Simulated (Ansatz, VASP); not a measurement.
## TaN: VASP beside Ansatz

INCAR

```
SYSTEM = TaN
PREC = Accurate ; ENCUT = 520
EDIFF = 1E-6 ; ISMEAR = 0
SIGMA = 0.15 ; LREAL = .False.
LASPH = .True. ; NELM = 100
ALGO = Normal ; ISIF = 2
LWAVE = .False. ; LCHARG = .True.
GGA = PE ; LELF = .True.
LVHAR = .True. ; NBANDS = 24
```

File KPOINTS:

```
Automatic mesh
0
Gamma
  18 18 8
  0 0 0
```

POSCAR

```
TaN
1.0
    3.1443220067      0.0000000000      0.0000000000
   -1.5721610034      2.7230627355      0.0000000000
    0.0000000000      0.0000000000      5.3962854279
Ta N
2 2
Direct
    0.3333333333      0.6666666667      0.0304880884
    0.6666666667      0.3333333333      0.5304880884
    0.3333333333      0.6666666667      0.3545119116
    0.6666666667      0.3333333333      0.8545119116
```

Input for Ansatz:

```yaml
crystal:
  lattice:
    - [3.1443220067, 0.0, 0.0]
    - [-1.5721610034, 2.7230627355, 0.0]
    - [0.0, 0.0, 5.3962854279]
  atoms:
    - { symbol: Ta, position: [0.3333333333, 0.6666666667, 0.0304880884] }
    - { symbol: Ta, position: [0.6666666667, 0.3333333333, 0.5304880884] }
    - { symbol: "N", position: [0.3333333333, 0.6666666667, 0.3545119116] }
    - { symbol: "N", position: [0.6666666667, 0.3333333333, 0.8545119116] }
basis:
  ecutwfc: 520.0
kpoints:
  mp_grid: { grid: [18, 18, 8] }
hamiltonian:
  xc: pbe
  pseudopotentials: { kind: paw, azcp: { folder: soft_1 } }
scf:
  occupations: { method: gaussian, width: 0.15 }
output:
  forces: true
  stress: true
  eigenvalues: true
```

Alike in both runs: task single point; functional PBE; k mesh 18 × 18 × 8; occupations gaussian, width 0.15 eV; no spin polarisation.

```csv
,VASP,Ansatz
version,VASP 6.6.1,Ansatz 0.2.0
potentials or method,"VASP PAW PBE potentials, release 64 (Ta_pv, N), cutoff 520 eV","scalar-relativistic, plane waves, PAW"
valence electrons in the cell,32,36
```

|  | VASP | Ansatz | Ansatz less VASP |
| --- | --- | --- | --- |
| gap on the k mesh at the Fermi level (eV) | none | none | - |
| rms of the force components (eV/Å) | 3.298 | 3.182 | -0.1164 |

Atom by atom the forces differ by 0.116 eV/Å (rms over components). A gap of «none» marks a metal or a gap that the smearing closes. The functional is the same, so the differences come from potentials, cutoffs and numerics. VASP's potentials hold 32 valence electrons a cell and Ansatz's 36, so a difference there can come from the potentials and not from the codes.

Spin-orbit coupling is off throughout.
